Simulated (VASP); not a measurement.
# Au (P-1) in VASP: a series of runs

The runs below take Au through single point, with LDA.

Everything below comes from runs of VASP 6.6.1. Logs are shortened: lines on timing, memory, paths and dates and some standing lists are left out, and cuts for length are marked.

### 1 The cell of the first run

The typed cell holds 2 atoms: a = 3.962 Å, b = 5.603 Å, c = 2.843 Å, α = 60.43°, β = 134.06°, γ = 90.00°.

### 2 Single point, LDA

Input file INCAR:

```
SYSTEM = Au
PREC = Accurate
ENCUT = 500
EDIFF = 1E-6
ISMEAR = 0
SIGMA = 0.1
LREAL = .False.
LASPH = .True.
NELM = 120
ALGO = Normal
ISIF = 2
LWAVE = .False.
LCHARG = .True.
GGA = CA
LELF = .True.
LVHAR = .True.
NBANDS = 18
ISYM = 0
GGA_COMPAT = .False.
```

Input file KPOINTS:

```
regular mesh
0
Gamma
  9 6 23
  0 0 0
```

Input file POSCAR:

```
Au
1.0
    3.9621853135     -0.0000016974      0.0054924044
   -0.0000024005      5.6033805203      0.0034633440
   -1.9790569709      1.4017539181      1.4829721648
Au
2
Direct
    0.0000000000      0.5000000000      0.0000000000
    0.0000000000      0.0000000000      0.0000000000
```

Potentials or basis: VASP PAW LDA potentials, release 64 (Au).

The run is started by

```sh
cat potpaw_LDA.64/Au/POTCAR > POTCAR
mpirun -np 1 vasp_std > vasp.out
```

OUTCAR:

```text
SYSTEM = Au
   PREC = Accurate
   ENCUT = 500
   EDIFF = 1E-6
   ISMEAR = 0
   LREAL = .False.
   LASPH = .True.
   NELM = 120
   ISIF = 2
   GGA = CA
   ISYM = 0

 ion  position               nearest neighbor table
   1  0.000  0.500  0.000-   2 2.80   2 2.80   2 2.84   2 2.84   2 2.85   2 2.85
   2  0.000  0.000  0.000-   1 2.80   1 2.80   1 2.84   1 2.84   1 2.85   1 2.85

IMPORTANT INFORMATION: All symmetrisations will be switched off!
NOSYMM: (Re-)initialisation of all symmetry stuff for point group C_1.

----------------------------------------------------------------------------------------

                                     Primitive cell

  volume of cell :      32.9661

  direct lattice vectors                    reciprocal lattice vectors
     3.962185314 -0.000001697  0.005492404     0.251919670 -0.000207807  0.336388428
    -0.000002401  5.603380520  0.003463344     0.000233619  0.178567829 -0.168476397
    -1.979056971  1.401753918  1.482972165    -0.000933567 -0.000416259  0.673469087

  length of vectors
     3.962189120  5.603381591  2.842672507     0.420262701  0.245501162  0.673469863

  position of ions in fractional coordinates (direct lattice)
     0.000000000  0.500000000  1.000000000
     0.000000000  0.000000000  0.000000000

  ion indices of the primitive-cell ions
   primitive index   ion index
                 1           1
                 2           2

----------------------------------------------------------------------------------------

 KPOINTS: regular mesh

Automatic generation of k-mesh.
 Grid dimensions read from file:
 generate k-points for:    9    6   23

 Generating k-lattice:

  Cartesian coordinates                     Fractional coordinates (reciprocal lattice)
     0.027991074 -0.000023090  0.037376492     0.111111111 -0.000000000 -0.000000000
     0.000038937  0.029761305 -0.028079399    -0.000000000  0.166666667  0.000000000
    -0.000040590 -0.000018098  0.029281265    -0.000000000 -0.000000000  0.043478261

  Length of vectors
     0.046695856  0.040916860  0.029281298

  Shift w.r.t. Gamma in fractional coordinates (k-lattice)
     0.000000000  0.000000000  0.000000000

 Subroutine IBZKPT returns following result:
 ===========================================

 Found    622 irreducible k-points:

 Following reciprocal coordinates:
            Coordinates               Weight
  0.000000  0.000000  0.000000      1.000000
  0.111111 -0.000000 -0.000000      2.000000
  0.222222  0.000000 -0.000000      2.000000
  0.333333  0.000000 -0.000000      2.000000
  0.444444  0.000000 -0.000000      2.000000
 -0.000000  0.166667  0.000000      2.000000
[... 16 lines left out ...]
 -0.111111  0.333333  0.000000      2.000000
 -0.000000  0.500000  0.000000      1.000000
 [... further k-points ...]
   k-points           NKPTS =    622   k-points in BZ     NKDIM =    622   number of bands    NBANDS=     18
   number of dos      NEDOS =    301   number of ions     NIONS =      2
   total plane-waves  NPLWV =  30240
   dimension x,y,z NGX =    30 NGY =   42 NGZ =   24
   dimension x,y,z NGXF=    60 NGYF=   84 NGZF=   48
   ions per type =               2
   NGX,Y,Z   is equivalent  to a cutoff of  12.59, 12.46, 14.04 a.u.
   NGXF,Y,Z  is equivalent  to a cutoff of  25.17, 24.92, 28.07 a.u.
 SYSTEM =  Au
   PREC   = accura    normal or accurate (medium, high low for compatibility)
   ISTART =      0    job   : 0-new  1-cont  2-samecut
   ICHARG =      2    charge: 1-file 2-atom 10-const
   ISPIN  =      1    spin polarized calculation?
   LNONCOLLINEAR =      F non collinear calculations
   LSORBIT =      F    spin-orbit coupling
   LASPH  =      T    aspherical Exc in radial PAW
   ENCUT  =  500.0 eV  36.75 Ry    6.06 a.u.   7.22 10.22  5.18*2*pi/ulx,y,z
   NELM   =    120;   NELMIN=  2; NELMDL= -5     # of ELM steps
   EDIFF  = 0.1E-05   stopping-criterion for ELM
   LREAL  =      F    real-space projection
   EDIFFG = 0.1E-04   stopping-criterion for IOM
   NSW    =      0    number of steps for IOM
   IBRION =     -1    ionic relax: 0-MD 1-quasi-New 2-CG
   NFREE  =      0    steps in history (QN), initial steepest desc. (CG)
   ISIF   =      2    stress and relaxation
   ISYM   =      0    0-nonsym 1-usesym 2-fastsym
   POTIM  = 0.5000    time-step for ionic-motion
   TEBEG  =    0.0;   TEEND  =   0.0 temperature during run
   PSTRESS=    0.0 pullay stress
   NELECT =      22.0000    total number of electrons
   NUPDOWN=      -1.0000    fix difference up-down
   EMIN   =  10.00;   EMAX   =-10.00  energy-range for DOS
   EFERMI =   0.00;   METHOD = LEGACY
   ISMEAR =     0;   SIGMA  =   0.10  broadening in eV -4-tet -1-fermi 0-gaus
   EFERMI_NEDOS =   21; number of points for ismear=-14 and -15
   IALGO  =     38    algorithm
   IMIX   =      4    mixing-type and parameters
     AMIX     =   0.40;   BMIX     =  1.00
     AMIX_MAG =   1.60;   BMIX_MAG =  1.00
  volume/ion in A,a.u.               =      16.48       111.23
  Fermi-wavevector in a.u.,A,eV,Ry     =   1.430628  2.703494 27.846987  2.046696
  Thomas-Fermi vector in A             =   2.550452
   LORBIT       =      0    0 simple, 1 ext, 2 COOP (PROOUT), +10 PAW based schemes
   GGA     = CA    functional components
   LHFCALC =     F    Hartree Fock is set to
   AEXX    =    0.0000 exact exchange contribution
   IVDW    =     0    specifies the selected vdW correction
   LEPSILON=     F    determine dielectric tensor
   LRPA    =     F    only Hartree local field effects (RPA)
 non-spin polarized calculation
 Gauss-broadening in eV      SIGMA  =   0.10
  energy-cutoff  :      500.00
  volume of cell :       32.97
 maximum number of plane-waves:       850
 NGX is ok and might be reduce to    30
   NGX = 15   NGY = 21   NGZ = 11

 number of electron      21.9999999 magnetization

 Free energy of the ion-electron system (eV)
  ---------------------------------------------------
  ext. energy  EPLUGINS =         0.00000000
  ---------------------------------------------------
  free energy    TOTEN  =        -8.87532518 eV

  energy without entropy =       -8.87189476  energy(sigma->0) =       -8.87360997

 E-fermi :   9.8985     XC(G=0): -13.1755

 val. band max:        9.8962770009   @ k =  -0.1111   0.0000   0.3043
 cond. band min:       9.9014308688   @ k =  -0.4444   0.5000   0.2609
 fundamental gap:      0.0051538678
 Fermi energy:         9.8984912228

 k-point     1 :       0.0000    0.0000    0.0000
  band No.  band energies     occupation
      1      -0.4153      2.00000
      2       2.4292      2.00000
      3       2.7758      2.00000
      4       4.6058      2.00000
      5       5.0464      2.00000
      6       5.1614      2.00000
[... 10 lines left out ...]
     17      27.3583      0.00000
     18      27.6541      0.00000

 k-point     2 :       0.1111   -0.0000   -0.0000
  band No.  band energies     occupation
      1      -0.0034      2.00000
      2       2.6465      2.00000
      3       3.0101      2.00000
      4       4.5869      2.00000
      5       5.0532      2.00000
      6       5.2833      2.00000
[... 10 lines left out ...]
     17      25.8705      0.00000
     18      28.2291      0.00000

 k-point     3 :       0.2222    0.0000   -0.0000
  band No.  band energies     occupation
      1       1.0411      2.00000
      2       2.9808      2.00000
      3       3.7915      2.00000
      4       4.6217      2.00000
      5       5.0994      2.00000
      6       5.3842      2.00000
[... 10 lines left out ...]
     17      25.5699      0.00000
     18      27.4028      0.00000

 k-point     4 :       0.3333    0.0000   -0.0000
  band No.  band energies     occupation
      1       1.9057      2.00000
      2       2.8119      2.00000
      3       4.3628      2.00000
      4       4.9911      2.00000
      5       5.2370      2.00000
      6       5.6153      2.00000
[... 10 lines left out ...]
     17      24.8449      0.00000
     18      26.3196      0.00000

 k-point     5 :       0.4444    0.0000   -0.0000
  band No.  band energies     occupation
      1       2.0867      2.00000
      2       2.3326      2.00000
      3       4.5033      2.00000
      4       4.8566      2.00000
      5       5.0907      2.00000
      6       5.3043      2.00000
[... 10 lines left out ...]
     17      25.7773      0.00000
     18      27.2801      0.00000

 k-point     6 :      -0.0000    0.1667    0.0000
  band No.  band energies     occupation
      1      -0.0877      2.00000
      2       2.5315      2.00000
      3       2.8958      2.00000
      4       4.5821      2.00000
      5       5.1761      2.00000
      6       5.1916      2.00000
[... 10 lines left out ...]
     17      26.9858      0.00000
     18      27.3966      0.00000

 k-point     7 :       0.1111    0.1667   -0.0000
  band No.  band energies     occupation
      1      -0.0713      2.00000
      2       2.6260      2.00000
      3       2.9785      2.00000
      4       4.7059      2.00000
      5       4.9979      2.00000
      6       5.2497      2.00000
[... 10 lines left out ...]
     17      27.0789      0.00000
     18      27.7882      0.00000

 k-point     8 :       0.2222    0.1667   -0.0000
  band No.  band energies     occupation
      1       0.7148      2.00000
      2       2.9564      2.00000
      3       3.5737      2.00000
      4       4.5342      2.00000
      5       5.1351      2.00000
      6       5.4272      2.00000
[... 10 lines left out ...]
     17      25.6672      0.00000
     18      28.0756      0.00000
[... 229 lines left out ...]
     17      25.9225      0.00000
     18      26.5239      0.00000

 k-point    20 :      -0.4444    0.3333    0.0000
  band No.  band energies     occupation
      1       2.5673      2.00000
      2       2.8600      2.00000
      3       4.6105      2.00000
      4       4.6269      2.00000
      5       5.4675      2.00000
      6       5.5146      2.00000
[... 10 lines left out ...]
     17      25.5778      0.00000
     18      25.8454      0.00000

 k-point    21 :      -0.3333    0.3333    0.0000
  band No.  band energies     occupation
      1       2.1544      2.00000
      2       2.8026      2.00000
      3       4.5579      2.00000
      4       4.7537      2.00000
      5       5.5032      2.00000
      6       5.5212      2.00000
[... 10 lines left out ...]
     17      25.7376      0.00000
     18      26.2221      0.00000

 k-point    22 :      -0.2222    0.3333    0.0000
  band No.  band energies     occupation
      1       2.2724      2.00000
      2       2.6345      2.00000
      3       4.3948      2.00000
      4       4.6053      2.00000
      5       4.8802      2.00000
      6       4.8962      2.00000
[... 10 lines left out ...]
     17      25.5407      0.00000
     18      26.7144      0.00000

 k-point    23 :      -0.1111    0.3333    0.0000
  band No.  band energies     occupation
      1       1.7954      2.00000
      2       2.5721      2.00000
      3       3.6954      2.00000
      4       4.0145      2.00000
      5       5.2395      2.00000
      6       5.2873      2.00000
[... 10 lines left out ...]
     17      26.0270      0.00000
     18      26.4145      0.00000

 k-point    24 :      -0.0000    0.5000    0.0000
  band No.  band energies     occupation
      1       2.0455      2.00000
      2       2.0455      2.00000
      3       3.7308      2.00000
      4       3.7308      2.00000
      5       5.6007      2.00000
      6       5.6007      2.00000
[... 10 lines left out ...]
     17      25.9316      0.00000
     18      25.9316      0.00000

 [... further k-points ...]
[... 5 lines left out ...]
  --------------------------------------------------------------------------------------
  -------------------------------------------------------------------------------------
  Total        0.4940331      0.6399912      0.0757330      0.0256053      0.0053223      0.0067308
  in kB       24.0104017     31.1040771      3.6806840      1.2444377      0.2586661      0.3271229
  external PRESSURE =      19.5983876 kB  Pullay stress =       0.0000000 kB

 VOLUME and BASIS-vectors are now :
 -----------------------------------------------------------------------------
  energy-cutoff  :      500.00
  volume of cell :       32.97
      direct lattice vectors                 reciprocal lattice vectors
     3.962185314 -0.000001697  0.005492404     0.251919670 -0.000207807  0.336388428
    -0.000002401  5.603380520  0.003463344     0.000233619  0.178567829 -0.168476397
    -1.979056971  1.401753918  1.482972165    -0.000933567 -0.000416259  0.673469087

 POSITION                                       TOTAL-FORCE (eV/Angst)
 -----------------------------------------------------------------------------------
     -0.00000      2.80169      0.00173         0.000000     -0.000000      0.000001
      0.00000      0.00000      0.00000        -0.000000      0.000000     -0.000001
 -----------------------------------------------------------------------------------
    total drift:                                0.000000     -0.000000     -0.000000

  FREE ENERGIE OF THE ION-ELECTRON SYSTEM (eV)
  ---------------------------------------------------
  free  energy   TOTEN  =        -8.8753251781 eV

  energy  without entropy=       -8.8718947574  energy(sigma->0) =       -8.87360997
```

Wall time 5.1 min (1 thread of Intel Xeon 6975P-C, shared host); peak memory 0.39 GiB.

Results:

```
Free energy            : -8.8753 eV
Pressure               : 2.0 GPa
Band gap on the k mesh : zero (band 11 reaches 14.33 eV, above the bottom of band 12 at 7.21 eV)
```

Caveat: spin-orbit coupling is left out, which moves the levels of the heavy elements.

### 3 Single point, LDA

Input file INCAR:

```
SYSTEM = Au
  PREC = Accurate
  ENCUT = 500
  EDIFF = 1E-6
  ISMEAR = 0
  SIGMA = 0.1
  LREAL = .False.
  LASPH = .True.
  NELM = 120
  ALGO = Normal
  ISIF = 2
  LWAVE = .False.
  LCHARG = .False.
  NBANDS = 18
  GGA_COMPAT = .False.
```

Input file KPOINTS:

```
Automatic mesh
0
Gamma
  9 6 23
  0 0 0
```

Input file POSCAR:

```
Au
1.0
    3.9621853143     -0.0000016958      0.0054918213
   -0.0000023983      5.6033805220      0.0034605958
   -1.9790571870      1.4017531973      1.4829730305
Au
2
Direct
    0.0000000000      0.5000000000      0.0000000000
    0.0000000000      0.0000000000      0.0000000000
```

Potentials or basis: VASP PAW LDA potentials, release 64 (Au).

The run is started by

```sh
cat potpaw_LDA.64/Au/POTCAR > POTCAR
mpirun -np 1 vasp_std > vasp.out
```

OUTCAR:

```text
SYSTEM = Au
   PREC = Accurate
   ENCUT = 500
   EDIFF = 1E-6
   ISMEAR = 0
   LREAL = .False.
   LASPH = .True.
   NELM = 120
   ISIF = 2

 ion  position               nearest neighbor table
   1  0.000  0.500  0.000-   2 2.80   2 2.80   2 2.84   2 2.84   2 2.85   2 2.85
   2  0.000  0.000  0.000-   1 2.80   1 2.80   1 2.84   1 2.84   1 2.85   1 2.85

  LATTYP: Found a triclinic cell.
 ALAT       =     4.8743499132
 B/A-ratio  =     1.5231985929
 C/A-ratio  =     1.4079237206
 COS(alpha) =     0.0001177532
 COS(beta)  =     0.4694872684
 COS(gamma) =     0.8729604371

  Lattice vectors:
[... 222 lines left out ...]
      6       5.1614      2.00000
[... 481 lines left out ...]
      5       5.6007      2.00000
      6       5.6007      2.00000
[... 10 lines left out ...]
     17      25.9316      0.00000
     18      25.9316      0.00000

 [... further k-points ...]
[... 5 lines left out ...]
  --------------------------------------------------------------------------------------
  -------------------------------------------------------------------------------------
  Total        0.4940041      0.6399568      0.0756990      0.0256053      0.0053257      0.0067300
  in kB       24.0089691     31.1023816      3.6790300      1.2444349      0.2588314      0.3270818
  external PRESSURE =      19.5967936 kB  Pullay stress =       0.0000000 kB

 VOLUME and BASIS-vectors are now :
 -----------------------------------------------------------------------------
  energy-cutoff  :      500.00
  volume of cell :       32.97
      direct lattice vectors                 reciprocal lattice vectors
     3.962185314 -0.000001696  0.005491821     0.251919720 -0.000207642  0.336388178
    -0.000002398  5.603380522  0.003460596     0.000233594  0.178567746 -0.168476167
    -1.979057187  1.401753197  1.482973030    -0.000933467 -0.000415928  0.673468515

 POSITION                                       TOTAL-FORCE (eV/Angst)
 -----------------------------------------------------------------------------------
     -0.00000      2.80169      0.00173         0.000000     -0.000000      0.000000
      0.00000      0.00000      0.00000        -0.000000      0.000000      0.000000
 -----------------------------------------------------------------------------------
    total drift:                                0.000000      0.000000      0.000000

  FREE ENERGIE OF THE ION-ELECTRON SYSTEM (eV)
  ---------------------------------------------------
  free  energy   TOTEN  =        -8.8753253481 eV

  energy  without entropy=       -8.8718948977  energy(sigma->0) =       -8.87361012
```

stdout:

```text
POSCAR found type information on POSCAR Au
 POSCAR found :  1 types and       2 ions
 scaLAPACK will be used
 LDA part: xc-table for (Slater(with rela. corr.)+CA(PZ))
 , standard interpolation
 POSCAR, INCAR and KPOINTS ok, starting setup
 FFT: planning ... GRIDC
 FFT: planning ... GRID_SOFT
 FFT: planning ... GRID
 WAVECAR not read
 entering main loop
```

It took 4.8 min on 1 thread of Intel Xeon 6975P-C, shared host; peak memory 0.39 GiB.

Results:

| Item | Value |
| --- | --- |
| Free energy | -8.8753 eV |
| Pressure | 2.0 GPa |
| Band gap on the k mesh | zero (band 11 reaches 14.33 eV, above the bottom of band 12 at 7.21 eV) |

Levels at points of the mesh, in eV from the Fermi level:
```csv
k point,band 8,band 9,band 10,band 11,band 12,band 13,band 14,band 15
"(0.00, 0.00, 0.00)",-3.12,-2.18,-1.71,-1.61,0.69,5.81,10.11,10.22
"(0.00, 0.50, 0.00)",-3.64,-3.56,-3.56,-2.69,-2.69,14.72,14.72,15.12
```

Caveat: spin-orbit coupling is left out, which moves the levels of the heavy elements.
